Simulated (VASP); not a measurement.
Crystal: Tl2Se (fluorite type).

```
Se Tl
1.0
     0.00000    3.25962    3.25962
     3.25962    0.00000    3.25962
     3.25962    3.25962    0.00000
Se Tl
1 2
Direct
  0.00000 0.00000 0.00000
  0.25000 0.25000 0.25000
  0.75000 0.75000 0.75000
```

```yaml
Program: VASP 6.6.1
Task: relaxation of cell and atoms
Functional: PBE
Potentials_or_basis: VASP PAW PBE potentials, release 64 (Se, Tl_d)
Cutoff: 600 eV
k_mesh: 10 × 10 × 10
Occupations: fermi-dirac, width 0.03 eV
Spin: no spin polarisation
```

At the start: pressure 27.3 GPa; volume 23.09 Å³/atom.

Question: Where does the relaxation end?

Answer: Over 22 steps the energy falls by 717.8 meV/atom and the volume is 36.11 Å³/atom (+56.4 %); space group Fm-3m (No. 225, to 0.05 Å).

The path:
```tsv
step	energy change (eV)	largest force (eV/Å)	pressure (GPa)	volume (Å³)
1	0.0000	0.0000	27.27	69.27
2	-2.1171	0.0000	-1.30	116.61
3	-2.1489	0.0000	0.56	105.57
4	-2.1533	0.0000	-0.07	108.58
5	-2.1532	0.0000	0.10	107.68
6	-2.1532	0.0000	0.12	107.68
7	-2.1532	0.0000	0.13	107.69
8	-2.1532	0.0000	0.11	107.69
9	-2.1532	0.0000	0.11	107.69
10	-2.1532	0.0000	0.11	107.69
11	-2.1532	0.0000	0.11	107.69
12	-2.1532	0.0000	0.11	107.69
13	-2.1532	0.0000	0.11	107.69
14	-2.1532	0.0000	0.11	107.69
15	-2.1532	0.0000	0.12	107.69
16	-2.1532	0.0000	0.12	107.70
17	-2.1532	0.0000	0.11	107.71
18	-2.1532	0.0000	0.10	107.73
19	-2.1533	0.0000	0.10	107.77
20	-2.1533	0.0000	0.07	107.85
21	-2.1534	0.0000	0.04	108.01
22	-2.1534	0.0000	-0.01	108.34
```

Final structure:
```cif
data_structure
_symmetry_space_group_name_H-M 'P 1'
_symmetry_Int_Tables_number 1
_cell_length_a 5.3510
_cell_length_b 5.3510
_cell_length_c 5.3510
_cell_angle_alpha 60.000
_cell_angle_beta 60.000
_cell_angle_gamma 60.000
_cell_volume 108.34
loop_
_atom_site_label
_atom_site_type_symbol
_atom_site_fract_x
_atom_site_fract_y
_atom_site_fract_z
_atom_site_occupancy
Se1 Se 0.00000 0.00000 0.00000 1
Tl1 Tl 0.25000 0.25000 0.25000 1
Tl2 Tl 0.75000 0.75000 0.75000 1
```

Caveat: the volume moved by over 15 % at a fixed basis, so the end points are rough.
